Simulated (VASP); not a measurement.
# AlN (P6_3mc) in VASP: a series of runs

AlN is run at these levels: PBE; tasks: electric field gradients.

Program: VASP 6.6.1. These are calculated values, not measurements. Logs are shortened: lines on timing, memory, paths and dates and some standing lists are left out, and cuts for length are marked.

### Step 1. The cell of the first run

The structure is hexagonal, space group P6_3mc (No. 186). The conventional cell has a = 3.069 Å, b = 3.069 Å, c = 4.911 Å, α = 90.00°, β = 90.00°, γ = 120.00°. Within 2.5 Å of Al (site symmetry 3m) lie 4 N at 1.86 to 1.89 Å. Within 2.5 Å of N (site symmetry 3m) lie 4 Al at 1.86 to 1.89 Å.

### Step 2. Electric field gradients, PBE (volume scaled by 0.96)

INCAR

```
PREC = Accurate
ENCUT = 520
EDIFF = 1E-8
ISMEAR = -1
SIGMA = 0.02
LREAL = F
LASPH = T
NELM = 100
ALGO = Normal
ISIF = 2
LWAVE = F
LCHARG = F
GGA = PE
LEFG = T
NBANDS = 16
```

KPOINTS

```
Automatic mesh
0
Gamma
  11 11 6
```

POSCAR

```
AlN
1.0
    3.0689564278      0.0000000000      0.0000000000
   -1.5344782139      2.6577942296      0.0000000000
    0.0000000000      0.0000000000      4.9107214824
Al N
2 2
Direct
    0.3333333333      0.6666666667      0.0000000000
    0.6666666667      0.3333333333      0.5000000000
    0.3333333333      0.6666666667      0.3850000000
    0.6666666667      0.3333333333      0.8850000000
```

Potentials or basis: VASP PAW PBE potentials, release 64 (Al, N).

The run is started by

```bash
cat potpaw_PBE.64/Al/POTCAR potpaw_PBE.64/N/POTCAR > POTCAR
mpirun -np 1 vasp_std > vasp.out
```

OUTCAR:

```text
PREC = Accurate
   ENCUT = 520
   EDIFF = 1E-8
   ISMEAR = -1
   LREAL = F
   LASPH = T
   NELM = 100
   ISIF = 2
   GGA = PE

 ion  position               nearest neighbor table
   1  0.333  0.667  0.000-   4 1.86   4 1.86   4 1.86   3 1.89   2 3.03   2 3.03   2 3.03   2 3.03
                             2 3.03   2 3.03
   2  0.667  0.333  0.500-   3 1.86   3 1.86   3 1.86   4 1.89   1 3.03   1 3.03   1 3.03   1 3.03
                             1 3.03   1 3.03
   3  0.333  0.667  0.385-   2 1.86   2 1.86   2 1.86   1 1.89
   4  0.667  0.333  0.885-   1 1.86   1 1.86   1 1.86   2 1.89

  LATTYP: Found a hexagonal cell.
 ALAT       =     3.0689564278
 C/A-ratio  =     1.6001274694

  Lattice vectors:

 A1 = (   3.0689564278,   0.0000000000,   0.0000000000)
 A2 = (  -1.5344782139,   2.6577942296,   0.0000000000)
 A3 = (   0.0000000000,   0.0000000000,   4.9107214824)

Analysis of symmetry for initial positions (statically):
=====================================================================
 Subroutine PRICEL returns:
 Original cell was already a primitive cell.

 Routine SETGRP: Setting up the symmetry group for a
 hexagonal supercell.

 Subroutine GETGRP returns: Found 12 space group operations
 (whereof  6 operations were pure point group operations)
 out of a pool of 24 trial point group operations.

The static configuration has the point symmetry C_3v.
 The point group associated with its full space group is C_6v.

Analysis of symmetry for dynamics (positions and initial velocities):
=====================================================================
 Subroutine PRICEL returns:
 Original cell was already a primitive cell.

 Routine SETGRP: Setting up the symmetry group for a
 hexagonal supercell.

 Subroutine GETGRP returns: Found 12 space group operations
 (whereof  6 operations were pure point group operations)
 out of a pool of 24 trial point group operations.

The dynamic configuration has the point symmetry C_3v.
 The point group associated with its full space group is C_6v.

 Subroutine INISYM returns: Found 12 space group operations
 (whereof  6 operations are pure point group operations),
 and found     1 'primitive' translations

----------------------------------------------------------------------------------------

                                     Primitive cell

  volume of cell :      40.0551

  direct lattice vectors                    reciprocal lattice vectors
     3.068956428  0.000000000  0.000000000     0.325843662  0.188125926  0.000000000
    -1.534478214  2.657794230  0.000000000     0.000000000  0.376251852  0.000000000
     0.000000000  0.000000000  4.910721482     0.000000000  0.000000000  0.203636065

  length of vectors
     3.068956428  3.068956428  4.910721482     0.376251852  0.376251852  0.203636065

  position of ions in fractional coordinates (direct lattice)
     0.333333333  0.666666667  0.000000000
     0.666666667  0.333333333  0.500000000
     0.333333333  0.666666667  0.385000000
     0.666666667  0.333333333  0.885000000

  ion indices of the primitive-cell ions
   primitive index   ion index
                 1           1
                 2           2
                 3           3
                 4           4

----------------------------------------------------------------------------------------

 KPOINTS: Automatic mesh

Automatic generation of k-mesh.
 Grid dimensions read from file:
 generate k-points for:   11   11    6

 Generating k-lattice:

  Cartesian coordinates                     Fractional coordinates (reciprocal lattice)
     0.029622151  0.017102357  0.000000000     0.090909091  0.000000000  0.000000000
     0.000000000  0.034204714  0.000000000     0.000000000  0.090909091  0.000000000
     0.000000000  0.000000000  0.033939344     0.000000000  0.000000000  0.166666667

[... 45 lines left out ...]
   NGXF,Y,Z  is equivalent  to a cutoff of  26.00, 26.00, 27.08 a.u.
 SYSTEM =  unknown system
   PREC   = accura    normal or accurate (medium, high low for compatibility)
   ISTART =      0    job   : 0-new  1-cont  2-samecut
   ICHARG =      2    charge: 1-file 2-atom 10-const
   ISPIN  =      1    spin polarized calculation?
   LNONCOLLINEAR =      F non collinear calculations
   LSORBIT =      F    spin-orbit coupling
   LASPH  =      T    aspherical Exc in radial PAW
   ENCUT  =  520.0 eV  38.22 Ry    6.18 a.u.   5.71  5.71  9.13*2*pi/ulx,y,z
   NELM   =    100;   NELMIN=  2; NELMDL= -5     # of ELM steps
   EDIFF  = 0.1E-07   stopping-criterion for ELM
   LREAL  =      F    real-space projection
   EDIFFG = 0.1E-06   stopping-criterion for IOM
   NSW    =      0    number of steps for IOM
   IBRION =     -1    ionic relax: 0-MD 1-quasi-New 2-CG
   NFREE  =      0    steps in history (QN), initial steepest desc. (CG)
   ISIF   =      2    stress and relaxation
   ISYM   =      2    0-nonsym 1-usesym 2-fastsym
   POTIM  = 0.5000    time-step for ionic-motion
   TEBEG  =    0.0;   TEEND  =   0.0 temperature during run
   PSTRESS=    0.0 pullay stress
   NELECT =      16.0000    total number of electrons
   NUPDOWN=      -1.0000    fix difference up-down
   EMIN   =  10.00;   EMAX   =-10.00  energy-range for DOS
   EFERMI =   0.00;   METHOD = LEGACY
   ISMEAR =    -1;   SIGMA  =   0.02  broadening in eV -4-tet -1-fermi 0-gaus
   EFERMI_NEDOS =   21; number of points for ismear=-14 and -15
   IALGO  =     38    algorithm
   IMIX   =      4    mixing-type and parameters
     AMIX     =   0.40;   BMIX     =  1.00
     AMIX_MAG =   1.60;   BMIX_MAG =  1.00
  volume/ion in A,a.u.               =      10.01        67.58
  Fermi-wavevector in a.u.,A,eV,Ry     =   1.205672  2.278389 19.778027  1.453644
  Thomas-Fermi vector in A             =   2.341361
   LORBIT       =      0    0 simple, 1 ext, 2 COOP (PROOUT), +10 PAW based schemes
   GGA     = PE    functional components
   LHFCALC =     F    Hartree Fock is set to
   AEXX    =    0.0000 exact exchange contribution
   IVDW    =     0    specifies the selected vdW correction
   LEPSILON=     F    determine dielectric tensor
   LRPA    =     F    only Hartree local field effects (RPA)
 non-spin polarized calculation
  energy-cutoff  :      520.00
  volume of cell :       40.06
 maximum number of plane-waves:      1092
 NGX is ok and might be reduce to    24
   NGX = 11   NGY = 11   NGZ = 19

 number of electron      15.9999997 magnetization

 Free energy of the ion-electron system (eV)
  ---------------------------------------------------
  ext. energy  EPLUGINS =         0.00000000
  ---------------------------------------------------
  free energy    TOTEN  =       -29.68109113 eV

  energy without entropy =      -29.68109113  energy(sigma->0) =      -29.68109113

 E-fermi :   7.0426     XC(G=0): -11.0942

 val. band max:        6.6200745156   @ k =   0.0000   0.0000   0.0000
 cond. band min:      11.1494526194   @ k =   0.0000   0.0000   0.0000
 fundamental gap:      4.5293781038
 Fermi energy:         7.0426082284

 k-point     1 :       0.0000    0.0000    0.0000
  band No.  band energies     occupation
      1      -8.8811      2.00000
      2      -6.6011      2.00000
      3       0.3969      2.00000
      4       5.6535      2.00000
      5       5.6535      2.00000
      6       6.3157      2.00000
[... 433 lines left out ...]
      3       1.4728      2.00000
      4       3.4574      2.00000
      5       3.8702      2.00000
      6       5.0000      2.00000
[... 8 lines left out ...]
     15      19.4117      0.00000
     16      20.4220      0.00000

 [... further k-points ...]

------------------------ aborting loop because EDIFF is reached ----------------------------------------

  FORCE on cell =-STRESS in cart. coord.  units (eV):
  Direction    XX          YY          ZZ          XY          YZ          ZX
  --------------------------------------------------------------------------------------
  -------------------------------------------------------------------------------------
  Total        3.5034536      3.5034536      2.7668988      0.0000000      0.0000000      0.0000000
  in kB      140.1359539    140.1359540    110.6742238      0.0000000      0.0000000      0.0000000
  external PRESSURE =     130.3153772 kB  Pullay stress =       0.0000000 kB

 VOLUME and BASIS-vectors are now :
 -----------------------------------------------------------------------------
  energy-cutoff  :      520.00
  volume of cell :       40.06
      direct lattice vectors                 reciprocal lattice vectors
     3.068956428  0.000000000  0.000000000     0.325843662  0.188125926  0.000000000
    -1.534478214  2.657794230  0.000000000     0.000000000  0.376251852  0.000000000
     0.000000000  0.000000000  4.910721482     0.000000000  0.000000000  0.203636065

 POSITION                                       TOTAL-FORCE (eV/Angst)
 -----------------------------------------------------------------------------------
     -0.00000      1.77186      0.00000         0.000000      0.000000      0.183626
      1.53448      0.88593      2.45536        -0.000000     -0.000000      0.183626
     -0.00000      1.77186      1.89063        -0.000000      0.000000     -0.183626
      1.53448      0.88593      4.34599         0.000000      0.000000     -0.183626
 -----------------------------------------------------------------------------------
    total drift:                                0.000000      0.000000      0.000347

  FREE ENERGIE OF THE ION-ELECTRON SYSTEM (eV)
  ---------------------------------------------------
  free  energy   TOTEN  =       -29.6810911297 eV

  energy  without entropy=      -29.6810911297  energy(sigma->0) =      -29.68109113

 Electric field gradients (V/A^2)
---------------------------------------------------------------------
 ion       V_xx      V_yy      V_zz      V_xy      V_xz      V_yz
---------------------------------------------------------------------
   1      -4.528    -4.528     9.057     0.000    -0.000     0.000
   2      -4.528    -4.528     9.057     0.000     0.000    -0.000
   3      -0.471    -0.471     0.942     0.000    -0.000     0.000
   4      -0.471    -0.471     0.942     0.000     0.000    -0.000
---------------------------------------------------------------------

 Electric field gradients after diagonalization (V/A^2)
 (convention: |V_zz| > |V_xx| > |V_yy|)
----------------------------------------------------------------------
 ion       V_xx      V_yy      V_zz     asymmetry (V_yy - V_xx)/ V_zz
----------------------------------------------------------------------
   1      -4.528    -4.528     9.057       0.000
   2      -4.528    -4.528     9.057       0.000
   3      -0.471    -0.470     0.942       0.001
   4      -0.471    -0.470     0.942       0.001
----------------------------------------------------------------------

           NMR quadrupolar parameters

 Cq : quadrupolar parameter    Cq=e*Q*V_zz/h
 eta: asymmetry parameters     (V_yy - V_xx)/ V_zz
 Q  : nuclear electric quadrupole moment in mb (millibarn)
----------------------------------------------------------------------
 ion       Cq(MHz)       eta       Q (mb)
----------------------------------------------------------------------
   1       0.022       0.000       1.000
   2       0.022       0.000       1.000
   3       0.002       0.001       1.000
   4       0.002       0.001       1.000
----------------------------------------------------------------------
```

Run time: 20 s. Hardware: 1 thread of Intel Xeon Platinum 8488C (Sapphire Rapids), shared host; peak memory 0.17 GiB.

Results:

* Free energy: -29.6811 eV
* Pressure: 13.0 GPa
* Largest force: 0.184 eV/Å
* Band gap on the k mesh: 4.53 eV, direct

Forces in eV/Å, atoms in the order of the input:
```
Al   0.000  0.000  0.184
Al   0.000  0.000  0.184
N    0.000  0.000 -0.184
N    0.000  0.000 -0.184
```

Levels at points of the mesh, in eV from the valence-band top:
| k point | band 6 | band 7 | band 8 | band 9 | band 10 | band 11 |
| --- | --- | --- | --- | --- | --- | --- |
| (0.00, 0.00, 0.00) | -0.30 | -0.30 | 0.00 | 4.53 | 6.98 | 10.94 |
| (0.00, 0.00, 0.50) | -0.65 | -0.65 | -0.65 | 6.80 | 6.80 | 10.62 |

Electric field gradients, principal values (V/Å²):
| atom | least | middle | greatest (by size) |
| --- | --- | --- | --- |
| 1 Al | -4.528 | -4.528 | 9.057 |
| 2 Al | -4.528 | -4.528 | 9.057 |
| 3 N | -0.470 | -0.471 | 0.942 |
| 4 N | -0.470 | -0.471 | 0.942 |

Caveat: without QUAD_EFG the Cq values of the log hold for a quadrupole moment of 1 mb, not for the nuclei. A k mesh can miss the band edges.

### Step 3. Electric field gradients, PBE (volume scaled by 0.99)

INCAR

```
PREC     = Accurate       # precision mode
ENCUT    = 520            # plane-wave cutoff, eV
EDIFF    = 1E-8           # SCF threshold, eV
ISMEAR   = -1             # smearing method
SIGMA    = 0.02           # smearing width, eV
LREAL    = F              # projectors in reciprocal space
LASPH    = T              # aspherical terms in the spheres
NELM     = 100            # most SCF steps
ALGO     = Normal         # electronic algorithm
ISIF     = 2              # what is computed and relaxed
LWAVE    = F              # write WAVECAR
LCHARG   = F              # write CHGCAR
GGA      = PE             # functional
LEFG     = T            
NBANDS   = 16             # bands
```

KPOINTS is that of step 2.

POSCAR

```
AlN
1.0
    3.1005973844      0.0000000000      0.0000000000
   -1.5502986922      2.6851961018      0.0000000000
    0.0000000000      0.0000000000      4.9613510462
Al N
2 2
Direct
    0.3333333333      0.6666666667      0.0000000000
    0.6666666667      0.3333333333      0.5000000000
    0.3333333333      0.6666666667      0.3850000000
    0.6666666667      0.3333333333      0.8850000000
```

Potentials or basis: VASP PAW PBE potentials, release 64 (Al, N).

The run is started by

```bash
cat potpaw_PBE.64/Al/POTCAR potpaw_PBE.64/N/POTCAR > POTCAR
mpirun -np 1 vasp_std > vasp.out
```

OUTCAR:

```text
PREC = Accurate
   ENCUT = 520
   EDIFF = 1E-8
   ISMEAR = -1
   LREAL = F
   LASPH = T
   NELM = 100
   ISIF = 2
   GGA = PE

 ion  position               nearest neighbor table
   1  0.333  0.667  0.000-   4 1.88   4 1.88   4 1.88   3 1.91   2 3.06   2 3.06   2 3.06   2 3.06
                             2 3.06   2 3.06
   2  0.667  0.333  0.500-   3 1.88   3 1.88   3 1.88   4 1.91   1 3.06   1 3.06   1 3.06   1 3.06
                             1 3.06   1 3.06
   3  0.333  0.667  0.385-   2 1.88   2 1.88   2 1.88   1 1.91
   4  0.667  0.333  0.885-   1 1.88   1 1.88   1 1.88   2 1.91

  LATTYP: Found a hexagonal cell.
 ALAT       =     3.1005973844
 C/A-ratio  =     1.6001274694
[... 688 lines left out ...]
 ion       V_xx      V_yy      V_zz      V_xy      V_xz      V_yz
---------------------------------------------------------------------
   1      -4.352    -4.352     8.705     0.000    -0.000     0.000
   2      -4.352    -4.352     8.705     0.000     0.000    -0.000
   3      -0.346    -0.346     0.692    -0.000     0.000    -0.000
   4      -0.346    -0.346     0.692    -0.000    -0.000     0.000
---------------------------------------------------------------------

 Electric field gradients after diagonalization (V/A^2)
 (convention: |V_zz| > |V_xx| > |V_yy|)
----------------------------------------------------------------------
 ion       V_xx      V_yy      V_zz     asymmetry (V_yy - V_xx)/ V_zz
----------------------------------------------------------------------
   1      -4.352    -4.352     8.705       0.000
   2      -4.352    -4.352     8.705       0.000
   3      -0.346    -0.346     0.692       0.000
   4      -0.346    -0.346     0.692       0.000
----------------------------------------------------------------------

           NMR quadrupolar parameters

 Cq : quadrupolar parameter    Cq=e*Q*V_zz/h
 eta: asymmetry parameters     (V_yy - V_xx)/ V_zz
 Q  : nuclear electric quadrupole moment in mb (millibarn)
----------------------------------------------------------------------
 ion       Cq(MHz)       eta       Q (mb)
----------------------------------------------------------------------
   1       0.021       0.000       1.000
   2       0.021       0.000       1.000
   3       0.002       0.000       1.000
   4       0.002       0.000       1.000
----------------------------------------------------------------------
```

OSZICAR:

```text
N       E                     dE             d eps       ncg     rms          rms(c)
DAV:   1     0.421997417854E+02    0.42200E+02   -0.72805E+03  2048   0.893E+02
DAV:   2    -0.310870698953E+02   -0.73287E+02   -0.67322E+02  2896   0.188E+02
DAV:   3    -0.345243452774E+02   -0.34373E+01   -0.34278E+01  2552   0.419E+01
DAV:   4    -0.345451607666E+02   -0.20815E-01   -0.20814E-01  2536   0.372E+00
DAV:   5    -0.345454331007E+02   -0.27233E-03   -0.27233E-03  2584   0.427E-01    0.123E+01
DAV:   6    -0.297449020702E+02    0.48005E+01   -0.10652E+01  2448   0.238E+01    0.419E+00
DAV:   7    -0.297668249341E+02   -0.21923E-01   -0.69166E-01  2200   0.586E+00    0.297E+00
DAV:   8    -0.297595704742E+02    0.72545E-02   -0.59394E-02  2288   0.224E+00    0.583E-01
DAV:   9    -0.297546118349E+02    0.49586E-02   -0.12122E-02  2720   0.814E-01    0.244E-01
DAV:  10    -0.297552328458E+02   -0.62101E-03   -0.22660E-03  2232   0.298E-01    0.131E-01
DAV:  11    -0.297551521313E+02    0.80714E-04   -0.17620E-04  2352   0.102E-01    0.323E-02
DAV:  12    -0.297551552933E+02   -0.31620E-05   -0.11708E-05  2288   0.273E-02    0.760E-03
DAV:  13    -0.297551550916E+02    0.20175E-06   -0.40995E-06  2416   0.156E-02    0.565E-03
DAV:  14    -0.297551550996E+02   -0.79597E-08   -0.32272E-07  2448   0.483E-03    0.189E-03
DAV:  15    -0.297551551455E+02   -0.45983E-07   -0.52657E-08  2584   0.173E-03    0.279E-04
DAV:  16    -0.297551551363E+02    0.92094E-08   -0.22440E-09  1272   0.403E-04
   1 F= -.29755155E+02 E0= -.29755155E+02  d E =-.766632E-12
```

stdout:

```text
POSCAR found type information on POSCAR AlN
 POSCAR found :  2 types and       4 ions
 scaLAPACK will be used
 LDA part: xc-table for (Slater+PW92), standard interpolation
 POSCAR, INCAR and KPOINTS ok, starting setup
 FFT: planning ... GRIDC
 FFT: planning ... GRID_SOFT
 FFT: planning ... GRID
 WAVECAR not read
 entering main loop
ion   1

ion   2

ion   3

ion   4
```

Run time: 20 s. Hardware: 1 thread of Intel Xeon Platinum 8488C (Sapphire Rapids), shared host; peak memory 0.17 GiB.

Results:

```
Free energy            : -29.7552 eV
Pressure               : 5.9 GPa
Largest force          : 0.182 eV/Å
Band gap on the k mesh : 4.25 eV, direct
```

Forces in eV/Å, atoms in the order of the input:
```
Al   0.000  0.000  0.182
Al   0.000  0.000  0.182
N    0.000  0.000 -0.182
N    0.000  0.000 -0.182
```

Levels at points of the mesh, in eV from the valence-band top:
| k point | band 4 | band 5 | band 6 | band 7 | band 8 | band 9 | band 10 | band 11 | band 12 | band 13 |
| --- | --- | --- | --- | --- | --- | --- | --- | --- | --- | --- |
| (0.00, 0.00, 0.00) | -0.95 | -0.95 | -0.30 | -0.30 | 0.00 | 4.25 | 6.71 | 10.69 | 11.16 | 11.16 |
| (0.00, 0.00, 0.50) | -3.38 | -0.63 | -0.63 | -0.63 | -0.63 | 6.53 | 6.53 | 10.36 | 10.36 | 11.48 |

Electric field gradients, principal values (V/Å²):
| atom | least | middle | greatest (by size) |
| --- | --- | --- | --- |
| 1 Al | -4.352 | -4.352 | 8.705 |
| 2 Al | -4.352 | -4.352 | 8.705 |
| 3 N | -0.346 | -0.346 | 0.692 |
| 4 N | -0.346 | -0.346 | 0.692 |

Caveat: without QUAD_EFG the Cq values of the log hold for a quadrupole moment of 1 mb, not for the nuclei. A k mesh can miss the band edges.

[end of part 1 of 2]
